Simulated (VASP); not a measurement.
# CdTe (Cmcm) in VASP: notebook

The runs below take CdTe through single point, with PBEsol.

Program: VASP 6.6.1. These are calculated values, not measurements. Logs are shortened: lines on timing, memory, paths and dates and some standing lists are left out, and cuts for length are marked.

**1. The cell of the first run**

It takes space group Cmcm (No. 63, orthorhombic). Conventional cell: a = 6.151 Å, b = 6.210 Å, c = 6.111 Å, α = 90.00°, β = 90.00°, γ = 90.00°. Cd (site symmetry m2m) has 6 Te at 3.04 to 3.17 Å and 10 Cd at 4.12 to 4.37 Å within 4.4 Å. Te (site symmetry m2m) has 6 Cd at 3.04 to 3.17 Å within 4.0 Å.

**2. Single point, PBEsol (29.18 Å³/atom)**

INCAR

```
ALGO = Normal ; EDIFF = 1E-6
ENCUT = 520 ; GGA = PS
ISIF = 2 ; ISMEAR = -1
LASPH = T ; LCHARG = F
LREAL = F ; LWAVE = F
NBANDS = 26 ; NELM = 80
PREC = Accurate ; SIGMA = 0.05
```

KPOINTS

```
k-points
0
Gamma
  9 9 6
```

POSCAR

```
CdTe
1.0
    3.0754747658     -3.1048901686      0.0000000000
    3.0754747658      3.1048901686      0.0000000000
    0.0000000000      0.0000000000      6.1108868729
Cd Te
2 2
Direct
    0.2770300000      0.7229700000      0.7500000000
    0.7229700000      0.2770300000      0.2500000000
    0.7661370000      0.2338630000      0.7500000000
    0.2338630000      0.7661370000      0.2500000000
```

Potentials or basis: VASP PAW PBE potentials, release 64 (Cd, Te).

Command:

```sh
$ cat potpaw_PBE.64/Cd/POTCAR potpaw_PBE.64/Te/POTCAR > POTCAR
$ mpirun -np 1 vasp_std > vasp.out
```

OUTCAR:

```text
EDIFF = 1E-6
   ENCUT = 520
   GGA = PS
   ISIF = 2
   ISMEAR = -1
   LASPH = T
   LREAL = F
   NELM = 80
   PREC = Accurate

 ion  position               nearest neighbor table
   1  0.277  0.723  0.750-   3 3.04   4 3.07   4 3.07   3 3.08   3 3.08   3 3.17
   2  0.723  0.277  0.250-   4 3.04   3 3.07   3 3.07   4 3.08   4 3.08   4 3.17
   3  0.766  0.234  0.750-   1 3.04   2 3.07   2 3.07   1 3.08   1 3.08   1 3.17
   4  0.234  0.766  0.250-   2 3.04   1 3.07   1 3.07   2 3.08   2 3.08   2 3.17

  LATTYP: Found a base centered orthorhombic cell.
 ALAT       =     6.1509495316
 B/A-ratio  =     1.0095645079
 C/A-ratio  =     0.9934867522

  Lattice vectors:

 A1 = (   3.0754747658,  -3.1048901686,   0.0000000000)
 A2 = (   3.0754747658,   3.1048901686,   0.0000000000)
 A3 = (   0.0000000000,   0.0000000000,   6.1108868729)

Analysis of symmetry for initial positions (statically):
=====================================================================
 Subroutine PRICEL returns:
 Original cell was already a primitive cell.

 Routine SETGRP: Setting up the symmetry group for a
 base centered orthorhombic supercell.

 Subroutine GETGRP returns: Found  8 space group operations
 (whereof  4 operations were pure point group operations)
 out of a pool of  8 trial point group operations.

The static configuration has the point symmetry C_2h.
 The point group associated with its full space group is D_2h.

Analysis of symmetry for dynamics (positions and initial velocities):
=====================================================================
 Subroutine PRICEL returns:
 Original cell was already a primitive cell.

 Routine SETGRP: Setting up the symmetry group for a
 base centered orthorhombic supercell.

 Subroutine GETGRP returns: Found  8 space group operations
 (whereof  4 operations were pure point group operations)
 out of a pool of  8 trial point group operations.

The dynamic configuration has the point symmetry C_2h.
 The point group associated with its full space group is D_2h.

 Subroutine INISYM returns: Found  8 space group operations
 (whereof  4 operations are pure point group operations),
 and found     1 'primitive' translations

----------------------------------------------------------------------------------------

                                     Primitive cell

  volume of cell :     116.7059

  direct lattice vectors                    reciprocal lattice vectors
     3.075474766 -3.104890169  0.000000000     0.162576525 -0.161036292  0.000000000
     3.075474766  3.104890169  0.000000000     0.162576525  0.161036292  0.000000000
     0.000000000  0.000000000  6.110886873     0.000000000  0.000000000  0.163642368

  length of vectors
     4.370227453  4.370227453  6.110886873     0.228831409  0.228831409  0.163642368

  position of ions in fractional coordinates (direct lattice)
     0.277030000  0.722970000  0.750000000
     0.722970000  0.277030000  0.250000000
     0.766137000  0.233863000  0.750000000
     0.233863000  0.766137000  0.250000000

  ion indices of the primitive-cell ions
   primitive index   ion index
                 1           1
                 2           2
                 3           3
                 4           4

----------------------------------------------------------------------------------------

 KPOINTS: k-points

Automatic generation of k-mesh.
 Grid dimensions read from file:
 generate k-points for:    9    9    6

 Generating k-lattice:

  Cartesian coordinates                     Fractional coordinates (reciprocal lattice)
     0.018064058 -0.017892921  0.000000000     0.111111111 -0.000000000  0.000000000
     0.018064058  0.017892921  0.000000000    -0.000000000  0.111111111  0.000000000
     0.000000000  0.000000000  0.027273728     0.000000000  0.000000000  0.166666667

  Length of vectors
     0.025425712  0.025425712  0.027273728

  Shift w.r.t. Gamma in fractional coordinates (k-lattice)
     0.000000000  0.000000000  0.000000000

 Subroutine IBZKPT returns following result:
 ===========================================

 Found    100 irreducible k-points:

 Following reciprocal coordinates:
            Coordinates               Weight
  0.000000  0.000000  0.000000      1.000000
  0.111111 -0.000000  0.000000      4.000000
  0.222222  0.000000  0.000000      4.000000
  0.333333 -0.000000  0.000000      4.000000
  0.444444  0.000000  0.000000      4.000000
  0.111111  0.111111  0.000000      2.000000
[... 16 lines left out ...]
 -0.333333  0.333333  0.000000      2.000000
  0.444444  0.444444  0.000000      2.000000
 [... further k-points ...]
   k-points           NKPTS =    100   k-points in BZ     NKDIM =    100   number of bands    NBANDS=     26
   number of dos      NEDOS =    301   number of ions     NIONS =      4
   total plane-waves  NPLWV =  62208
   dimension x,y,z NGX =    36 NGY =   36 NGZ =   48
   dimension x,y,z NGXF=    72 NGYF=   72 NGZF=   96
   ions per type =               2   2
   NGX,Y,Z   is equivalent  to a cutoff of  13.69, 13.69, 13.06 a.u.
   NGXF,Y,Z  is equivalent  to a cutoff of  27.39, 27.39, 26.12 a.u.
 SYSTEM =  unknown system
   PREC   = accura    normal or accurate (medium, high low for compatibility)
   ISTART =      0    job   : 0-new  1-cont  2-samecut
   ICHARG =      2    charge: 1-file 2-atom 10-const
   ISPIN  =      1    spin polarized calculation?
   LNONCOLLINEAR =      F non collinear calculations
   LSORBIT =      F    spin-orbit coupling
   LASPH  =      T    aspherical Exc in radial PAW
   ENCUT  =  520.0 eV  38.22 Ry    6.18 a.u.   8.13  8.13 11.36*2*pi/ulx,y,z
   NELM   =     80;   NELMIN=  2; NELMDL= -5     # of ELM steps
   EDIFF  = 0.1E-05   stopping-criterion for ELM
   LREAL  =      F    real-space projection
   EDIFFG = 0.1E-04   stopping-criterion for IOM
   NSW    =      0    number of steps for IOM
   IBRION =     -1    ionic relax: 0-MD 1-quasi-New 2-CG
   NFREE  =      0    steps in history (QN), initial steepest desc. (CG)
   ISIF   =      2    stress and relaxation
   ISYM   =      2    0-nonsym 1-usesym 2-fastsym
   POTIM  = 0.5000    time-step for ionic-motion
   TEBEG  =    0.0;   TEEND  =   0.0 temperature during run
   PSTRESS=    0.0 pullay stress
   NELECT =      36.0000    total number of electrons
   NUPDOWN=      -1.0000    fix difference up-down
   EMIN   =  10.00;   EMAX   =-10.00  energy-range for DOS
   EFERMI =   0.00;   METHOD = LEGACY
   ISMEAR =    -1;   SIGMA  =   0.05  broadening in eV -4-tet -1-fermi 0-gaus
   EFERMI_NEDOS =   21; number of points for ismear=-14 and -15
   IALGO  =     38    algorithm
   IMIX   =      4    mixing-type and parameters
     AMIX     =   0.40;   BMIX     =  1.00
     AMIX_MAG =   1.60;   BMIX_MAG =  1.00
  volume/ion in A,a.u.               =      29.18       196.89
  Fermi-wavevector in a.u.,A,eV,Ry     =   1.106143  2.090308 16.647453  1.223553
  Thomas-Fermi vector in A             =   2.242640
   LORBIT       =      0    0 simple, 1 ext, 2 COOP (PROOUT), +10 PAW based schemes
   GGA     = PS    functional components
   LHFCALC =     F    Hartree Fock is set to
   AEXX    =    0.0000 exact exchange contribution
   IVDW    =     0    specifies the selected vdW correction
   LEPSILON=     F    determine dielectric tensor
   LRPA    =     F    only Hartree local field effects (RPA)
 non-spin polarized calculation
  energy-cutoff  :      520.00
  volume of cell :      116.71
 maximum number of plane-waves:      3178
 NGX is ok and might be reduce to    36
   NGX = 17   NGY = 17   NGZ = 23

 number of electron      35.9999991 magnetization

 Free energy of the ion-electron system (eV)
  ---------------------------------------------------
  ext. energy  EPLUGINS =         0.00000000
  ---------------------------------------------------
  free energy    TOTEN  =       -10.38719195 eV

  energy without entropy =      -10.36953487  energy(sigma->0) =      -10.37836341

 E-fermi :   3.5119     XC(G=0):  -9.7699

 val. band max:        3.5012311812   @ k =   0.4444   0.0000   0.1667
 cond. band min:       3.5196098354   @ k =   0.3333  -0.0000   0.1667
 fundamental gap:      0.0183786541
 Fermi energy:         3.5119143018

 k-point     1 :       0.0000    0.0000    0.0000
  band No.  band energies     occupation
      1      -7.9282      2.00000
      2      -7.1100      2.00000
      3      -4.6667      2.00000
      4      -4.6542      2.00000
      5      -4.6391      2.00000
      6      -4.6155      2.00000
[... 18 lines left out ...]
     25      11.0357      0.00000
     26      11.1775      0.00000

 k-point     2 :       0.1111   -0.0000    0.0000
  band No.  band energies     occupation
      1      -7.8668      2.00000
      2      -7.0831      2.00000
      3      -4.6659      2.00000
      4      -4.6598      2.00000
      5      -4.6484      2.00000
      6      -4.6182      2.00000
[... 18 lines left out ...]
     25      10.5614      0.00000
     26      11.2149      0.00000

 k-point     3 :       0.2222    0.0000    0.0000
  band No.  band energies     occupation
      1      -7.6938      2.00000
      2      -7.0194      2.00000
      3      -4.6969      2.00000
      4      -4.6819      2.00000
      5      -4.6489      2.00000
      6      -4.6411      2.00000
[... 18 lines left out ...]
     25      10.6056      0.00000
     26      10.7643      0.00000

 k-point     4 :       0.3333   -0.0000    0.0000
  band No.  band energies     occupation
      1      -7.4463      2.00000
      2      -6.9694      2.00000
      3      -4.7326      2.00000
      4      -4.7242      2.00000
      5      -4.6707      2.00000
      6      -4.6330      2.00000
[... 18 lines left out ...]
     25       9.4861      0.00000
     26      10.9297      0.00000

 k-point     5 :       0.4444    0.0000    0.0000
  band No.  band energies     occupation
      1      -7.1998      2.00000
      2      -7.0012      2.00000
      3      -4.7540      2.00000
      4      -4.7502      2.00000
      5      -4.6736      2.00000
      6      -4.6445      2.00000
[... 18 lines left out ...]
     25       9.4571      0.00000
     26      10.3308      0.00000

 k-point     6 :       0.1111    0.1111    0.0000
  band No.  band energies     occupation
      1      -7.8066      2.00000
      2      -7.0589      2.00000
      3      -4.6883      2.00000
      4      -4.6539      2.00000
      5      -4.6415      2.00000
      6      -4.6335      2.00000
[... 427 lines left out ...]
 k-point    21 :       0.4444    0.3333    0.0000
  band No.  band energies     occupation
      1      -7.1611      2.00000
      2      -7.0814      2.00000
      3      -4.6697      2.00000
      4      -4.6518      2.00000
      5      -4.6439      2.00000
      6      -4.6110      2.00000
[... 18 lines left out ...]
     25      11.9885      0.00000
     26      12.2028      0.00000

 k-point    22 :      -0.4444    0.3333    0.0000
  band No.  band energies     occupation
      1      -7.1749      2.00000
      2      -7.0758      2.00000
      3      -4.6654      2.00000
      4      -4.6558      2.00000
      5      -4.6391      2.00000
      6      -4.6144      2.00000
[... 18 lines left out ...]
     25      12.0470      0.00000
     26      12.2274      0.00000

 k-point    23 :      -0.3333    0.3333    0.0000
  band No.  band energies     occupation
      1      -7.2657      2.00000
      2      -7.0283      2.00000
      3      -4.6708      2.00000
      4      -4.6574      2.00000
      5      -4.6423      2.00000
      6      -4.6116      2.00000
[... 18 lines left out ...]
     25      11.3404      0.00000
     26      11.5215      0.00000

 k-point    24 :       0.4444    0.4444    0.0000
  band No.  band energies     occupation
      1      -7.1405      2.00000
      2      -7.1172      2.00000
      3      -4.6757      2.00000
      4      -4.6664      2.00000
      5      -4.6133      2.00000
      6      -4.5971      2.00000
[... 18 lines left out ...]
     25      12.5303      0.00000
     26      12.6559      0.00000

 [... further k-points ...]
[... 5 lines left out ...]
  --------------------------------------------------------------------------------------
  -------------------------------------------------------------------------------------
  Total       -2.5749959     -2.5854955     -2.3342149      0.0000000      0.0000000      0.0000000
  in kB      -35.3504121    -35.4945534    -32.0448894      0.0000000      0.0000000      0.0000000
  external PRESSURE =     -34.2966183 kB  Pullay stress =       0.0000000 kB

 VOLUME and BASIS-vectors are now :
 -----------------------------------------------------------------------------
  energy-cutoff  :      520.00
  volume of cell :      116.71
      direct lattice vectors                 reciprocal lattice vectors
     3.075474766 -3.104890169  0.000000000     0.162576525 -0.161036292  0.000000000
     3.075474766  3.104890169  0.000000000     0.162576525  0.161036292  0.000000000
     0.000000000  0.000000000  6.110886873     0.000000000  0.000000000  0.163642368

 POSITION                                       TOTAL-FORCE (eV/Angst)
 -----------------------------------------------------------------------------------
      3.07547      1.38459      4.58317         0.000000      0.030584     -0.000000
      3.07547     -1.38459      1.52772         0.000000     -0.030584     -0.000000
      3.07547     -1.65265      4.58317         0.000000      0.062032      0.000000
      3.07547      1.65265      1.52772         0.000000     -0.062032     -0.000000
 -----------------------------------------------------------------------------------
    total drift:                                0.000000     -0.000000      0.000000

  FREE ENERGIE OF THE ION-ELECTRON SYSTEM (eV)
  ---------------------------------------------------
  free  energy   TOTEN  =       -10.3871919502 eV

  energy  without entropy=      -10.3695348654  energy(sigma->0) =      -10.37836341
```

It took 95 s on 1 thread of Intel Xeon 6975P-C (Granite Rapids), shared host; peak memory 0.42 GiB.

What came out:

| Quantity | Value |
| --- | --- |
| Free energy | -10.3872 eV |
| Pressure | -3.4 GPa |
| Largest force | 0.062 eV/Å |
| Band gap on the k mesh | zero (bands 18 and 19 overlap by 1.21 eV) |

Forces in eV/Å, atoms in the order of the input:
```
Cd   0.000  0.031  0.000
Cd   0.000 -0.031  0.000
Te   0.000  0.062  0.000
Te   0.000 -0.062  0.000
```

Stress tensor (GPa, compression positive):
```
-3.54  0.00  0.00
 0.00 -3.55  0.00
 0.00  0.00 -3.20
```

Levels at points of the mesh, in eV from the Fermi level:
```csv
k point,band 15,band 16,band 17,band 18,band 19,band 20,band 21,band 22
"(0.00, 0.00, 0.00)",-1.97,-1.31,-0.43,-0.39,-0.33,0.16,4.22,6.90
"(0.00, 0.00, 0.50)",-1.27,-1.27,-1.22,-1.22,1.59,1.59,5.03,5.03
```

Caveat: the cell stands under tension; the PAW data sets were made with another functional, which shifts forces and pressure a little; spin-orbit coupling is left out, which moves the levels of the heavy elements.

**3. Single point, PBEsol (zz strain of +2 %)**

INCAR

```
SYSTEM = CdTe
PREC = Accurate
ENCUT = 520
EDIFF = 1E-6
ISMEAR = -1
SIGMA = 0.05
LREAL = .FALSE.
LASPH = .TRUE.
NELM = 100
ALGO = Normal
ISIF = 2
LWAVE = .FALSE.
LCHARG = .TRUE.
GGA = PS
LELF = .TRUE.
LVHAR = .TRUE.
NBANDS = 26
```

KPOINTS

```
Automatic mesh
0
G
  9 9 6
  0 0 0
```

POSCAR

```
CdTe
1.0
    3.0652910000     -3.0946090000      0.0000000000
    3.0652910000      3.0946090000      0.0000000000
    0.0000000000      0.0000000000      6.2124650400
Cd Te
2 2
Direct
    0.2770300000      0.7229700000      0.7500000000
    0.7229700000      0.2770300000      0.2500000000
    0.7661370000      0.2338630000      0.7500000000
    0.2338630000      0.7661370000      0.2500000000
```

Potentials or basis: VASP PAW PBE potentials, release 64 (Cd, Te).

Command:

```sh
$ cat potpaw_PBE.64/Cd/POTCAR potpaw_PBE.64/Te/POTCAR > POTCAR
$ mpirun -np 1 vasp_std > vasp.out
```

Run time: 81 s. Hardware: 1 thread of Intel Xeon 6975P-C (Granite Rapids), shared host; peak memory 0.41 GiB.

Results (log left out):

* Free energy: -10.3608 eV
* Pressure: -3.8 GPa
* Largest force: 0.068 eV/Å
* Band gap on the k mesh: zero (bands 18 and 19 overlap by 1.22 eV)

Forces on the atoms (eV/Å):
```
Cd   0.000  0.046  0.000
Cd   0.000 -0.046  0.000
Te   0.000  0.068  0.000
Te   0.000 -0.068  0.000
```

Stress tensor (GPa, compression positive):
```
-3.62  0.00  0.00
 0.00 -3.71  0.00
 0.00  0.00 -4.05
```

Levels at points of the mesh, in eV from the Fermi level:
```tsv
k point	band 15	band 16	band 17	band 18	band 19	band 20	band 21	band 22
(0.00, 0.00, 0.00)	-1.89	-1.24	-0.47	-0.37	-0.30	0.11	4.29	6.92
(0.00, 0.00, 0.50)	-1.25	-1.25	-1.20	-1.20	1.43	1.43	5.07	5.07
```

Caveat: the cell differs from its parent crystal (zz strain of +2 %); the cell stands under tension; the PAW data sets were made with another functional, which shifts forces and pressure a little; spin-orbit coupling is left out, which moves the levels of the heavy elements.

[end of part 1 of 2]

The gap in the log of VASP goes by the Fermi energy; the results here count the filled bands.